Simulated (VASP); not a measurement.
# ZnS (P6_3mc) in VASP: a series of runs

Runs on ZnS. Level: PBE. Tasks: single point.

All numbers are computed with VASP 6.6.1; they aren't measurements. Logs are shortened: lines on timing, memory, paths and dates and some standing lists are left out, and cuts for length are marked.

### 1 The cell of the first run

It takes space group P6_3mc (No. 186, hexagonal). The conventional cell has a = 3.818 Å, b = 3.818 Å, c = 11.759 Å, α = 90.00°, β = 90.00°, γ = 120.00°. Zn (site symmetry 3m) has 4 S at 2.20 to 2.32 Å within 2.9 Å. Within 2.9 Å of Zn (site symmetry 3m) lie 4 S at 2.21 to 2.32 Å. Within 2.9 Å of S (site symmetry 3m) lie 4 Zn at 2.20 to 2.32 Å. Within 2.9 Å of S (site symmetry 3m) lie 4 Zn at 2.21 to 2.32 Å.

### 2 Single point, PBE (volume 18.552 Å^3 an atom, c/a of the conventional cell 3.0803)

INCAR reads:

```
SYSTEM = ZnS
PREC = Accurate
ENCUT = 520
EDIFF = 1E-6
ISMEAR = 0
SIGMA = 0.05
LREAL = .FALSE.
LASPH = .TRUE.
NELM = 60
ALGO = Normal
ISIF = 2
LWAVE = .FALSE.
LCHARG = .FALSE.
GGA = PE
NBANDS = 46
```

KPOINTS reads:

```
regular mesh
0
G
  9 9 4
  0 0 0
```

POSCAR reads:

```
ZnS
1.0
    3.8175584193      0.0000000000      0.0000000000
   -1.9087792096      3.3061025715      0.0000000000
    0.0000000000      0.0000000000     11.7592251988
Zn S
4 4
Direct
    0.0000000000      0.0000000000      0.0000492057
    0.0000000000      0.0000000000      0.5000492057
    0.3333333333      0.6666666667      0.2500242903
    0.6666666667      0.3333333333      0.7500242903
    0.0000000000      0.0000000000      0.1872905901
    0.0000000000      0.0000000000      0.6872905901
    0.3333333333      0.6666666667      0.4376359138
    0.6666666667      0.3333333333      0.9376359138
```

Potentials or basis: VASP PAW PBE potentials, release 64 (Zn, S).

The run is started by

```
$ cat potpaw_PBE.64/Zn/POTCAR potpaw_PBE.64/S/POTCAR > POTCAR
$ mpirun -np 1 vasp_std > vasp.out
```

OUTCAR:

```text
SYSTEM = ZnS
   PREC = Accurate
   ENCUT = 520
   EDIFF = 1E-6
   ISMEAR = 0
   LREAL = .FALSE.
   LASPH = .TRUE.
   NELM = 60
   ISIF = 2
   GGA = PE

 ion  position               nearest neighbor table
   1  0.000  0.000  0.000-   5 2.20   8 2.32   8 2.32   8 2.32
   2  0.000  0.000  0.500-   6 2.20   7 2.32   7 2.32   7 2.32
   3  0.333  0.667  0.250-   7 2.21   5 2.32   5 2.32   5 2.32
   4  0.667  0.333  0.750-   8 2.21   6 2.32   6 2.32   6 2.32
   5  0.000  0.000  0.187-   1 2.20   3 2.32   3 2.32   3 2.32
   6  0.000  0.000  0.687-   2 2.20   4 2.32   4 2.32   4 2.32
   7  0.333  0.667  0.438-   3 2.21   2 2.32   2 2.32   2 2.32
   8  0.667  0.333  0.938-   4 2.21   1 2.32   1 2.32   1 2.32

  LATTYP: Found a hexagonal cell.
 ALAT       =     3.8175584193
 C/A-ratio  =     3.0803000000

  Lattice vectors:

 A1 = (   3.8175584193,   0.0000000000,   0.0000000000)
 A2 = (  -1.9087792096,   3.3061025715,   0.0000000000)
 A3 = (   0.0000000000,   0.0000000000,  11.7592251988)

Analysis of symmetry for initial positions (statically):
=====================================================================
 Subroutine PRICEL returns:
 Original cell was already a primitive cell.

 Routine SETGRP: Setting up the symmetry group for a
 hexagonal supercell.

 Subroutine GETGRP returns: Found 12 space group operations
 (whereof  6 operations were pure point group operations)
 out of a pool of 24 trial point group operations.

The static configuration has the point symmetry C_3v.
 The point group associated with its full space group is C_6v.

Analysis of symmetry for dynamics (positions and initial velocities):
=====================================================================
 Subroutine PRICEL returns:
 Original cell was already a primitive cell.

 Routine SETGRP: Setting up the symmetry group for a
 hexagonal supercell.

 Subroutine GETGRP returns: Found 12 space group operations
 (whereof  6 operations were pure point group operations)
 out of a pool of 24 trial point group operations.

The dynamic configuration has the point symmetry C_3v.
 The point group associated with its full space group is C_6v.

 Subroutine INISYM returns: Found 12 space group operations
 (whereof  6 operations are pure point group operations),
 and found     1 'primitive' translations

----------------------------------------------------------------------------------------

[... 103 lines left out ...]
   NELM   =     60;   NELMIN=  2; NELMDL= -5     # of ELM steps
   EDIFF  = 0.1E-05   stopping-criterion for ELM
   LREAL  =      F    real-space projection
   EDIFFG = 0.1E-04   stopping-criterion for IOM
   NSW    =      0    number of steps for IOM
   IBRION =     -1    ionic relax: 0-MD 1-quasi-New 2-CG
   NFREE  =      0    steps in history (QN), initial steepest desc. (CG)
   ISIF   =      2    stress and relaxation
   ISYM   =      2    0-nonsym 1-usesym 2-fastsym
   POTIM  = 0.5000    time-step for ionic-motion
   TEBEG  =    0.0;   TEEND  =   0.0 temperature during run
   PSTRESS=    0.0 pullay stress
   NELECT =      72.0000    total number of electrons
   NUPDOWN=      -1.0000    fix difference up-down
   EMIN   =  10.00;   EMAX   =-10.00  energy-range for DOS
   EFERMI =   0.00;   METHOD = LEGACY
   ISMEAR =     0;   SIGMA  =   0.05  broadening in eV -4-tet -1-fermi 0-gaus
   EFERMI_NEDOS =   21; number of points for ismear=-14 and -15
   IALGO  =     38    algorithm
   IMIX   =      4    mixing-type and parameters
     AMIX     =   0.40;   BMIX     =  1.00
     AMIX_MAG =   1.60;   BMIX_MAG =  1.00
  volume/ion in A,a.u.               =      18.55       125.20
  Fermi-wavevector in a.u.,A,eV,Ry     =   1.286349  2.430847 22.513469  1.654693
  Thomas-Fermi vector in A             =   2.418429
   LORBIT       =      0    0 simple, 1 ext, 2 COOP (PROOUT), +10 PAW based schemes
   GGA     = PE    functional components
   LHFCALC =     F    Hartree Fock is set to
   AEXX    =    0.0000 exact exchange contribution
   IVDW    =     0    specifies the selected vdW correction
   LEPSILON=     F    determine dielectric tensor
   LRPA    =     F    only Hartree local field effects (RPA)
 non-spin polarized calculation
 Gauss-broadening in eV      SIGMA  =   0.05
  energy-cutoff  :      520.00
  volume of cell :      148.42
 maximum number of plane-waves:      4020
   NGX = 15   NGY = 15   NGZ = 43

 number of electron      71.9999990 magnetization

 Free energy of the ion-electron system (eV)
  ---------------------------------------------------
  ext. energy  EPLUGINS =         0.00000000
  ---------------------------------------------------
  free energy    TOTEN  =       -26.90935550 eV

  energy without entropy =      -26.90935550  energy(sigma->0) =      -26.90935550

 E-fermi :   3.0153     XC(G=0):  -9.9156

 val. band max:        2.7855228669   @ k =   0.0000   0.0000   0.0000
 cond. band min:       5.1222371144   @ k =   0.0000   0.0000   0.0000
 fundamental gap:      2.3367142475
 Fermi energy:         3.0152916413

 k-point     1 :       0.0000    0.0000    0.0000
  band No.  band energies     occupation
      1     -10.9040      2.00000
      2     -10.3740      2.00000
      3     -10.3553      2.00000
      4      -9.7044      2.00000
      5      -3.9647      2.00000
      6      -3.9410      2.00000
[... 1165 lines left out ...]
     45       9.9439      0.00000
     46      10.6699      0.00000

 [... further k-points ...]
[... 5 lines left out ...]
  --------------------------------------------------------------------------------------
  -------------------------------------------------------------------------------------
  Total        3.6351018      3.6351018     14.3722243      0.0000000      0.0000000      0.0000000
  in kB       39.2415757     39.2415757    155.1507378      0.0000000      0.0000000      0.0000000
  external PRESSURE =      77.8779631 kB  Pullay stress =       0.0000000 kB

 VOLUME and BASIS-vectors are now :
 -----------------------------------------------------------------------------
  energy-cutoff  :      520.00
  volume of cell :      148.42
      direct lattice vectors                 reciprocal lattice vectors
     3.817558419  0.000000000  0.000000000     0.261947530  0.151235477  0.000000000
    -1.908779210  3.306102571  0.000000000     0.000000000  0.302470954  0.000000000
     0.000000000  0.000000000 11.759225199     0.000000000  0.000000000  0.085039616

 POSITION                                       TOTAL-FORCE (eV/Angst)
 -----------------------------------------------------------------------------------
      0.00000      0.00000      0.00058        -0.000000     -0.000000     -0.679722
      0.00000      0.00000      5.88019         0.000000      0.000000     -0.679722
     -0.00000      2.20407      2.94009        -0.000000     -0.000000     -0.679247
      1.90878      1.10203      8.81970         0.000000     -0.000000     -0.679247
      0.00000      0.00000      2.20239         0.000000      0.000000      0.667196
      0.00000      0.00000      8.08200         0.000000     -0.000000      0.667196
     -0.00000      2.20407      5.14626         0.000000      0.000000      0.691773
      1.90878      1.10203     11.02587         0.000000     -0.000000      0.691773
 -----------------------------------------------------------------------------------
    total drift:                               -0.000002     -0.000003     -0.000318

  FREE ENERGIE OF THE ION-ELECTRON SYSTEM (eV)
  ---------------------------------------------------
  free  energy   TOTEN  =       -26.9093555024 eV

  energy  without entropy=      -26.9093555024  energy(sigma->0) =      -26.90935550
```

stdout:

```text
POSCAR found type information on POSCAR ZnS
 POSCAR found :  2 types and       8 ions
 scaLAPACK will be used
 LDA part: xc-table for (Slater+PW92), standard interpolation
 POSCAR, INCAR and KPOINTS ok, starting setup
 FFT: planning ... GRIDC
 FFT: planning ... GRID_SOFT
 FFT: planning ... GRID
 WAVECAR not read
 entering main loop
```

Run time: 3.4 min. Hardware: 1 thread of Intel Xeon 6975P-C, shared host; peak memory 0.36 GiB.

What came out:

| Quantity | Value |
| --- | --- |
| Free energy | -26.9094 eV |
| Pressure | 7.8 GPa |
| Largest force | 0.692 eV/Å |
| Band gap on the k mesh | 2.34 eV, direct |

Forces in eV/Å, atoms in the order of the input:
```
Zn   0.000  0.000 -0.680
Zn   0.000  0.000 -0.680
Zn   0.000  0.000 -0.679
Zn   0.000  0.000 -0.679
S    0.000  0.000  0.667
S    0.000  0.000  0.667
S    0.000  0.000  0.692
S    0.000  0.000  0.692
```

### 3 Single point, PBE (volume 18.552 Å^3 an atom, c/a of the conventional cell 3.9262)

INCAR reads:

```
ALGO = Normal
EDIFF = 1E-6
ENCUT = 520
GGA = PE
ISIF = 2
ISMEAR = 0
LASPH = T
LCHARG = F
LREAL = F
LWAVE = F
NBANDS = 46
NELM = 80
PREC = Accurate
SIGMA = 0.05
```

KPOINTS reads:

```
k-points
0
Gamma
  9 9 4
```

POSCAR, as its differences from that of step 2:

```diff
@@ -2,5 +2,5 @@
 1.0
-    3.8175584193      0.0000000000      0.0000000000
-   -1.9087792096      3.3061025715      0.0000000000
-    0.0000000000      0.0000000000     11.7592251988
+    3.5209448620      0.0000000000      0.0000000000
+   -1.7604724310      3.0492276958      0.0000000000
+    0.0000000000      0.0000000000     13.8239337171
 Zn S
```

Potentials or basis: VASP PAW PBE potentials, release 64 (Zn, S).

The run is started by

```
$ cat potpaw_PBE.64/Zn/POTCAR potpaw_PBE.64/S/POTCAR > POTCAR
$ mpirun -np 1 vasp_std > vasp.out
```

It took 4.8 min on 1 thread of Intel Xeon 6975P-C, shared host; peak memory 0.37 GiB.

It converged, with:

| Property | Result |
| --- | --- |
| Free energy | -25.5921 eV |
| Pressure | 11.3 GPa |
| Largest force | 0.987 eV/Å |
| Band gap on the k mesh | 1.35 eV, direct |

Forces in eV/Å, atoms in the order of the input:
```
Zn   0.000  0.000  0.986
Zn   0.000  0.000  0.986
Zn   0.000  0.000  0.960
Zn   0.000  0.000  0.960
S    0.000  0.000 -0.959
S    0.000  0.000 -0.959
S    0.000  0.000 -0.987
S    0.000  0.000 -0.987
```

Stress tensor (GPa, compression positive):
```
19.66  0.00  0.00
 0.00 19.66  0.00
 0.00  0.00 -5.50
```

Levels at points of the mesh, in eV from the valence-band top:
```
           k point  band 32  band 33  band 34  band 35  band 36  band 37  band 38  band 39  band 40  band 41
(0.00, 0.00, 0.00)    -0.26    -0.26    -0.26     0.00     0.00     1.35     4.04     4.11     4.33     5.42
(0.00, 0.00, 0.50)    -0.44    -0.08    -0.08    -0.08    -0.08     2.57     2.57     4.35     4.35     5.36
```

 A k mesh can miss the band edges.
